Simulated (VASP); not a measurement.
SrCl2: single point with LDA

Crystal: SrCl2.

```
Sr Cl
1.0
     2.45672    1.41839    4.01532
    -2.45672    1.41839    4.01532
     0.00000   -2.83678    4.01532
Sr Cl
1 2
Direct
  0.00000 0.00000 0.00000
  0.24995 0.24995 0.24995
  0.75005 0.75005 0.75005
```

```json
{
  "Program": "VASP 6.6.1",
  "Task": "single point",
  "Functional": "LDA",
  "Potentials or basis": "VASP PAW LDA potentials, release 64 (Sr_sv, Cl)",
  "Cutoff": "500 eV",
  "k mesh": "2 × 2 × 2",
  "Occupations": "gaussian, width 0.01 eV",
  "Spin": "no spin polarisation"
}
```

The pressure is -2.1 GPa. The band gap on the k mesh is 4.91 eV (least direct gap 5.12 eV).

Levels at points of the mesh, in eV from the valence-band top:
```
           k point  band 8  band 9  band 10  band 11  band 12  band 13  band 14  band 15  band 16  band 17
(0.00, 0.00, 0.00)   -2.24   -2.24    -0.35    -0.35    -0.35     4.91     5.79     5.79     8.70     8.71
(0.50, 0.00, 0.00)   -1.66   -1.59    -1.40    -1.10    -1.10     6.42     6.43     7.31     7.45     8.49
(0.50, 0.50, 0.00)   -1.96   -1.96    -0.43    -0.43     0.00     5.12     6.82     7.35     7.85     7.85
(0.50, 0.50, 0.50)   -1.66   -1.59    -1.40    -1.10    -1.10     6.42     6.42     7.31     7.44     8.48
```

Wall time 6.8 s on 1 thread of AMD EPYC 7R13 Processor (Zen 3), on a shared host, peak memory 0.13 GiB.

Caveat: the k points lie up to 0.78 Å⁻¹ apart. A k mesh can miss the band edges.
